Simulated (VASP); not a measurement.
# Sb (Im-3m) in VASP: notebook

The runs below take Sb through single point, with PBEsol.

All numbers are computed with VASP 6.6.1; they aren't measurements. Logs are shortened: lines on timing, memory, paths and dates and some standing lists are left out, and cuts for length are marked.

## Step 1: The cell of the first run

The structure is cubic, space group Im-3m (No. 229). Conventional cell: a = 3.729 Å, b = 3.729 Å, c = 3.729 Å, α = 90.00°, β = 90.00°, γ = 90.00°. Sb (site symmetry m-3m) has 14 Sb at 3.23 to 3.73 Å within 4.2 Å.

## Step 2: Single point, PBEsol

File INCAR:

```
SYSTEM = Sb
ALGO = Normal
EDIFF = 1E-7
ENCUT = 520
GGA = PS
ISIF = 2
ISMEAR = 1
LASPH = .True.
LCHARG = .False.
LREAL = .False.
LWAVE = .False.
NBANDS = 8
NELM = 80
PREC = Accurate
SIGMA = 0.1
```

File KPOINTS:

```
k-points
0
Gamma
  16 16 16
  0 0 0
```

File POSCAR:

```
Sb
1.0
   -1.8644500000      1.8644500000      1.8644500000
    1.8644500000     -1.8644500000      1.8644500000
    1.8644500000      1.8644500000     -1.8644500000
Sb
1
Direct
    0.0000000000      0.0000000000      0.0000000000
```

Potentials or basis: VASP PAW PBE potentials, release 64 (Sb).

Started as:

```console
> cat potpaw_PBE.64/Sb/POTCAR > POTCAR
> mpirun -np 1 vasp_std > vasp.out
```

OUTCAR:

```text
SYSTEM = Sb
   EDIFF = 1E-7
   ENCUT = 520
   GGA = PS
   ISIF = 2
   ISMEAR = 1
   LASPH = .True.
   LREAL = .False.
   NELM = 80
   PREC = Accurate

 ion  position               nearest neighbor table
   1  0.000  0.000  0.000-

  LATTYP: Found a body centered cubic cell.
 ALAT       =     3.7289000000

  Lattice vectors:

 A1 = (  -1.8644500000,   1.8644500000,   1.8644500000)
 A2 = (   1.8644500000,  -1.8644500000,   1.8644500000)
 A3 = (   1.8644500000,   1.8644500000,  -1.8644500000)

Analysis of symmetry for initial positions (statically):
=====================================================================
 Subroutine PRICEL returns:
 Original cell was already a primitive cell.

 Routine SETGRP: Setting up the symmetry group for a
 body centered cubic supercell.

 Subroutine GETGRP returns: Found 48 space group operations
 (whereof 48 operations were pure point group operations)
 out of a pool of 48 trial point group operations.

The static configuration has the point symmetry O_h .

Analysis of symmetry for dynamics (positions and initial velocities):
=====================================================================
 Subroutine PRICEL returns:
 Original cell was already a primitive cell.

 Routine SETGRP: Setting up the symmetry group for a
 body centered cubic supercell.

 Subroutine GETGRP returns: Found 48 space group operations
 (whereof 48 operations were pure point group operations)
 out of a pool of 48 trial point group operations.

The dynamic configuration has the point symmetry O_h .

 Subroutine INISYM returns: Found 48 space group operations
 (whereof 48 operations are pure point group operations),
 and found     1 'primitive' translations

----------------------------------------------------------------------------------------

                                     Primitive cell

  volume of cell :      25.9246

  direct lattice vectors                    reciprocal lattice vectors
    -1.864450000  1.864450000  1.864450000     0.000000000  0.268175601  0.268175601
     1.864450000 -1.864450000  1.864450000     0.268175601  0.000000000  0.268175601
     1.864450000  1.864450000 -1.864450000     0.268175601  0.268175601  0.000000000

  length of vectors
     3.229322128  3.229322128  3.229322128     0.379257573  0.379257573  0.379257573

  position of ions in fractional coordinates (direct lattice)
     0.000000000  0.000000000  0.000000000

  ion indices of the primitive-cell ions
   primitive index   ion index
                 1           1

----------------------------------------------------------------------------------------

 KPOINTS: k-points

Automatic generation of k-mesh.
 Grid dimensions read from file:
 generate k-points for:   16   16   16

 Generating k-lattice:

  Cartesian coordinates                     Fractional coordinates (reciprocal lattice)
     0.000000000  0.016760975  0.016760975     0.062500000  0.000000000  0.000000000
     0.016760975  0.000000000  0.016760975     0.000000000  0.062500000  0.000000000
     0.016760975  0.016760975  0.000000000     0.000000000  0.000000000  0.062500000

  Length of vectors
     0.023703598  0.023703598  0.023703598

  Shift w.r.t. Gamma in fractional coordinates (k-lattice)
     0.000000000  0.000000000  0.000000000

 Subroutine IBZKPT returns following result:
 ===========================================

 Found    145 irreducible k-points:

 Following reciprocal coordinates:
            Coordinates               Weight
  0.000000  0.000000  0.000000      1.000000
  0.062500  0.000000  0.000000     12.000000
  0.125000  0.000000  0.000000     12.000000
  0.187500  0.000000  0.000000     12.000000
  0.250000  0.000000  0.000000     12.000000
  0.312500  0.000000  0.000000     12.000000
[... 16 lines left out ...]
  0.187500  0.187500  0.000000     24.000000
  0.250000  0.187500  0.000000     48.000000
 [... further k-points ...]
   k-points           NKPTS =    145   k-points in BZ     NKDIM =    145   number of bands    NBANDS=      8
   number of dos      NEDOS =    301   number of ions     NIONS =      1
   total plane-waves  NPLWV =  13824
   dimension x,y,z NGX =    24 NGY =   24 NGZ =   24
   dimension x,y,z NGXF=    48 NGYF=   48 NGZF=   48
   ions per type =               1
   NGX,Y,Z   is equivalent  to a cutoff of  12.36, 12.36, 12.36 a.u.
   NGXF,Y,Z  is equivalent  to a cutoff of  24.71, 24.71, 24.71 a.u.
 SYSTEM =  Sb
   PREC   = accura    normal or accurate (medium, high low for compatibility)
   ISTART =      0    job   : 0-new  1-cont  2-samecut
   ICHARG =      2    charge: 1-file 2-atom 10-const
   ISPIN  =      1    spin polarized calculation?
   LNONCOLLINEAR =      F non collinear calculations
   LSORBIT =      F    spin-orbit coupling
   LASPH  =      T    aspherical Exc in radial PAW
   ENCUT  =  520.0 eV  38.22 Ry    6.18 a.u.   6.00  6.00  6.00*2*pi/ulx,y,z
   NELM   =     80;   NELMIN=  2; NELMDL= -5     # of ELM steps
   EDIFF  = 0.1E-06   stopping-criterion for ELM
   LREAL  =      F    real-space projection
   EDIFFG = 0.1E-05   stopping-criterion for IOM
   NSW    =      0    number of steps for IOM
   IBRION =     -1    ionic relax: 0-MD 1-quasi-New 2-CG
   NFREE  =      0    steps in history (QN), initial steepest desc. (CG)
   ISIF   =      2    stress and relaxation
   ISYM   =      2    0-nonsym 1-usesym 2-fastsym
   POTIM  = 0.5000    time-step for ionic-motion
   TEBEG  =    0.0;   TEEND  =   0.0 temperature during run
   PSTRESS=    0.0 pullay stress
   NELECT =       5.0000    total number of electrons
   NUPDOWN=      -1.0000    fix difference up-down
   EMIN   =  10.00;   EMAX   =-10.00  energy-range for DOS
   EFERMI =   0.00;   METHOD = LEGACY
   ISMEAR =     1;   SIGMA  =   0.10  broadening in eV -4-tet -1-fermi 0-gaus
   EFERMI_NEDOS =   21; number of points for ismear=-14 and -15
   IALGO  =     38    algorithm
   IMIX   =      4    mixing-type and parameters
     AMIX     =   0.40;   BMIX     =  1.00
     AMIX_MAG =   1.60;   BMIX_MAG =  1.00
  volume/ion in A,a.u.               =      25.92       174.95
  Fermi-wavevector in a.u.,A,eV,Ry     =   0.945861  1.787419 12.172500  0.894653
  Thomas-Fermi vector in A             =   2.073804
   LORBIT       =      0    0 simple, 1 ext, 2 COOP (PROOUT), +10 PAW based schemes
   GGA     = PS    functional components
   LHFCALC =     F    Hartree Fock is set to
   AEXX    =    0.0000 exact exchange contribution
   IVDW    =     0    specifies the selected vdW correction
   LEPSILON=     F    determine dielectric tensor
   LRPA    =     F    only Hartree local field effects (RPA)
 non-spin polarized calculation
 Methfessel and Paxton  Order N= 1 SIGMA  =   0.10
  energy-cutoff  :      520.00
  volume of cell :       25.92
 maximum number of plane-waves:       715
   NGX = 13   NGY = 13   NGZ = 13

 number of electron       4.9999999 magnetization

 Free energy of the ion-electron system (eV)
  ---------------------------------------------------
  ext. energy  EPLUGINS =         0.00000000
  ---------------------------------------------------
  free energy    TOTEN  =        -4.38538600 eV

  energy without entropy =       -4.38534790  energy(sigma->0) =       -4.38537330

 E-fermi :   8.7412     XC(G=0): -10.4962

 val. band max:        8.7403095026   @ k =  -0.4375   0.5000   0.3125
 cond. band min:       8.8310719688   @ k =   0.1250   0.1250   0.0625
 fundamental gap:      0.0907624662
 Fermi energy:         8.7412193892

 k-point     1 :       0.0000    0.0000    0.0000
  band No.  band energies     occupation
      1      -4.3549      2.00000
      2      14.5889      0.00000
      3      14.5889      0.00000
      4      14.5889      0.00000
      5      19.5502      0.00000
      6      19.5502      0.00000
      7      19.5502      0.00000
      8      20.6395      0.00000

 k-point     2 :       0.0625    0.0000    0.0000
  band No.  band energies     occupation
      1      -4.2700      2.00000
      2      13.8975      0.00000
      3      14.2904      0.00000
      4      14.5106      0.00000
      5      18.9515      0.00000
      6      18.9545      0.00000
      7      19.9376      0.00000
      8      20.2392      0.00000

 k-point     3 :       0.1250    0.0000    0.0000
  band No.  band energies     occupation
      1      -4.0158      2.00000
      2      12.3024      0.00000
      3      13.6008      0.00000
      4      14.2841      0.00000
      5      17.9754      0.00000
      6      18.1393      0.00000
      7      19.9198      0.00000
      8      20.6111      0.00000

 k-point     4 :       0.1875    0.0000    0.0000
  band No.  band energies     occupation
      1      -3.5942      2.00000
      2      10.4018     -0.00000
      3      12.8064      0.00000
      4      13.9457      0.00000
      5      17.1429      0.00000
      6      17.4260      0.00000
      7      19.9222      0.00000
      8      20.9397      0.00000

 k-point     5 :       0.2500    0.0000    0.0000
  band No.  band energies     occupation
      1      -3.0097      2.00000
      2       8.4706      2.00088
      3      12.0595      0.00000
      4      13.5604      0.00000
      5      16.4807      0.00000
      6      16.8386      0.00000
      7      20.2246      0.00000
      8      21.3702      0.00000

 k-point     6 :       0.3125    0.0000    0.0000
  band No.  band energies     occupation
      1      -2.2739      2.00000
      2       6.6298      2.00000
      3      11.4327      0.00000
      4      13.1964      0.00000
      5      15.9784      0.00000
      6      16.3816      0.00000
      7      20.7692      0.00000
      8      21.9144      0.00000

 k-point     7 :       0.3750    0.0000    0.0000
  band No.  band energies     occupation
      1      -1.4178      2.00000
      2       4.9609      2.00000
      3      10.9642      0.00000
      4      12.9052      0.00000
      5      15.6265      0.00000
      6      16.0555      0.00000
      7      21.4912      0.00000
      8      22.5795      0.00000

 k-point     8 :       0.4375    0.0000    0.0000
  band No.  band energies     occupation
      1      -0.5490      2.00000
      2       3.5963      2.00000
      3      10.6757     -0.00000
      4      12.7191      0.00000
      5      15.4183      0.00000
      6      15.8601      0.00000
      7      22.2962      0.00000
      8      23.3674      0.00000

 k-point     9 :       0.5000    0.0000    0.0000
  band No.  band energies     occupation
      1      -0.0840      2.00000
      2       2.9648      2.00000
      3      10.5783     -0.00000
      4      12.6554      0.00000
      5      15.3493      0.00000
      6      15.7951      0.00000
      7      22.8063      0.00000
      8      24.2383      0.00000

 k-point    10 :       0.0625    0.0625    0.0000
  band No.  band energies     occupation
      1      -4.1005      2.00000
      2      12.8416      0.00000
      3      13.8262      0.00000
      4      14.1980      0.00000
      5      18.3907      0.00000
      6      18.4477      0.00000
      7      19.8114      0.00000
      8      20.2992      0.00000
[... 78 lines left out ...]
 k-point    18 :       0.1875    0.1250    0.0000
  band No.  band energies     occupation
      1      -2.7615      2.00000
      2       8.3817      2.00000
      3      10.7002     -0.00000
      4      12.7923      0.00000
      5      17.1057      0.00000
      6      18.0313      0.00000
      7      19.9081      0.00000
      8      21.9885      0.00000

 k-point    19 :       0.2500    0.1250    0.0000
  band No.  band energies     occupation
      1      -2.0317      2.00000
      2       6.7238      2.00000
      3       9.9313     -0.00000
      4      12.3689      0.00000
      5      16.7020      0.00000
      6      18.1876      0.00000
      7      19.9037      0.00000
      8      23.2978      0.00000

 k-point    20 :       0.3125    0.1250    0.0000
  band No.  band energies     occupation
      1      -1.1867      2.00000
      2       5.1479      2.00000
      3       9.4063     -0.00000
      4      12.0428      0.00000
      5      16.3890      0.00000
      6      18.2172      0.00000
      7      20.2827      0.00000
      8      24.2017      0.00000

 k-point    21 :       0.3750    0.1250   -0.0000
  band No.  band energies     occupation
      1      -0.3375      2.00000
      2       3.8401      2.00000
      3       9.0971     -0.00001
      4      11.8385      0.00000
      5      16.1962      0.00000
      6      18.1658      0.00000
      7      20.9869      0.00000
      8      23.1676      0.00000

 k-point    22 :       0.4375    0.1250    0.0000
  band No.  band energies     occupation
      1       0.1090      2.00000
      2       3.2378      2.00000
      3       8.9947     -0.00198
      4      11.7691      0.00000
      5      16.1313      0.00000
      6      18.1378      0.00000
      7      21.6267      0.00000
      8      22.3962      0.00000

 k-point    23 :       0.1875    0.1875    0.0000
  band No.  band energies     occupation
      1      -2.1107      2.00000
      2       7.2659      2.00000
      3       9.3581     -0.00000
      4      12.3049      0.00000
      5      17.2116      0.00000
      6      18.0973      0.00000
      7      20.8341      0.00000
      8      21.9392      0.00000

 k-point    24 :       0.2500    0.1875    0.0000
  band No.  band energies     occupation
      1      -1.3292      2.00000
      2       5.9777      2.00000
      3       8.4145      2.00004
      4      11.9181      0.00000
      5      17.0904      0.00000
      6      18.4696      0.00000
      7      20.9501      0.00000
      8      23.0023      0.00000

 [... further k-points ...]

------------------------ aborting loop because EDIFF is reached ----------------------------------------

  FORCE on cell =-STRESS in cart. coord.  units (eV):
  Direction    XX          YY          ZZ          XY          YZ          ZX
  --------------------------------------------------------------------------------------
  -------------------------------------------------------------------------------------
  Total       -0.0022889     -0.0022889     -0.0022889     -0.0000000     -0.0000000      0.0000000
  in kB       -0.1414595     -0.1414595     -0.1414595     -0.0000000     -0.0000000      0.0000000
  external PRESSURE =      -0.1414595 kB  Pullay stress =       0.0000000 kB

 VOLUME and BASIS-vectors are now :
 -----------------------------------------------------------------------------
  energy-cutoff  :      520.00
  volume of cell :       25.92
      direct lattice vectors                 reciprocal lattice vectors
    -1.864450000  1.864450000  1.864450000     0.000000000  0.268175601  0.268175601
     1.864450000 -1.864450000  1.864450000     0.268175601  0.000000000  0.268175601
     1.864450000  1.864450000 -1.864450000     0.268175601  0.268175601  0.000000000

 POSITION                                       TOTAL-FORCE (eV/Angst)
 -----------------------------------------------------------------------------------
      0.00000      0.00000      0.00000        -0.000000      0.000000      0.000000
 -----------------------------------------------------------------------------------
    total drift:                                0.000000     -0.000000     -0.000000

  FREE ENERGIE OF THE ION-ELECTRON SYSTEM (eV)
  ---------------------------------------------------
  free  energy   TOTEN  =        -4.3853860005 eV

  energy  without entropy=       -4.3853479014  energy(sigma->0) =       -4.38537330
```

Wall time 20 s (1 thread of Intel Xeon 8259CL, shared host); peak memory 0.15 GiB.

What came out:

```
Free energy : -4.3854 eV
Pressure    : 0.0 GPa
```

Levels at points of the mesh, in eV from the Fermi level:
```tsv
k point	band 1	band 2	band 3	band 4	band 5	band 6	band 7	band 8
(0.00, 0.00, 0.00)	-13.10	5.85	5.85	5.85	10.81	10.81	10.81	11.90
(0.50, 0.00, 0.00)	-8.83	-5.78	1.84	3.91	6.61	7.05	14.07	15.50
(0.50, 0.50, 0.50)	-5.37	-2.02	-2.02	-2.02	2.94	2.94	17.92	17.93
```

Caveat: the PAW data sets were made with another functional, which shifts forces and pressure a little; spin-orbit coupling is left out, which moves the levels of the heavy elements.

[end of part 1 of 2]
